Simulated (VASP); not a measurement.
Here is a VASP 6.6.1 calculation.

The input INCAR:

```
  ALGO = Normal
  EDIFF = 1E-6
  ENCUT = 400
  GGA = PE
  GGA_COMPAT = F
  ISIF = 2
  ISMEAR = -1
  ISYM = -1
  LASPH = T
  LCHARG = F
  LREAL = Auto
  LWAVE = F
  NBANDS = 114
  NELM = 120
  PREC = Accurate
  SIGMA = 0.1534
```

Contents of KPOINTS:

```
explicit points
1
Reciprocal
  0.25000000   0.25000000   0.25000000 1
```

File POSCAR:

```
Cu7Si2Ni4Pt7
1.0
    6.3918180000      0.0201270000      0.0956380000
    0.0201270000      6.3566260000      0.0266190000
    0.0956380000      0.0266190000      6.4557280000
Cu Pt Ni Si
7 7 4 2
Direct
    0.6131552867      0.6030874708      0.7417831838
    0.7261990391      0.1581212013      0.4045400841
    0.9224724211      0.8629156065      0.6089867219
    0.1686107895      0.7439528024      0.3116437250
    0.1475144817      0.1302954818      0.4882350487
    0.7423240783      0.7485502371      0.3104678436
    0.2113445725      0.3470809517      0.0368708967
    0.8807909091      0.3575585417      0.7080055213
    0.9838496284      0.0362712687      0.1428742172
    0.4205080404      0.0351126557      0.1873253936
    0.4024277156      0.4285245519      0.3725545319
    0.2458143805      0.5721338171      0.7131671555
    0.6120318676      0.3725825874      0.0366457076
    0.4812898129      0.2376871015      0.6999538103
    0.1362126905      0.9368443610      0.8319329796
    0.4682985933      0.8639184142      0.5154701708
    0.6883227802      0.8970001551      0.9164363707
    0.9668580648      0.6606718909      1.0192692758
    0.3708282778      0.6749955438      0.0184498199
    0.8713793816      0.4417287112      0.3141942539
```

Potentials or basis: VASP PAW PBE potentials, release 64 (Cu, Pt, Ni, Si).

Run with:

```sh
$ cat potpaw_PBE.64/Cu/POTCAR potpaw_PBE.64/Pt/POTCAR potpaw_PBE.64/Ni/POTCAR potpaw_PBE.64/Si/POTCAR > POTCAR
$ mpirun -np 1 vasp_std > vasp.out
```

Question: Estimate the pressure.

Answer: 16.9 GPa.

Question: Estimate the band gap on the k mesh.

Answer: Zero (an odd number of electrons rules out a gap without spin polarisation).

Stress tensor (GPa, compression positive):
```
15.29  1.46 -0.26
 1.46 13.91  3.61
-0.26  3.61 21.42
```

Caveat: the atoms stand as in a frame of molecular dynamics; spin-orbit coupling is left out, which moves the levels of the heavy elements. Spin polarisation is off, so any magnetic state and its effect on volume and gap are missing.
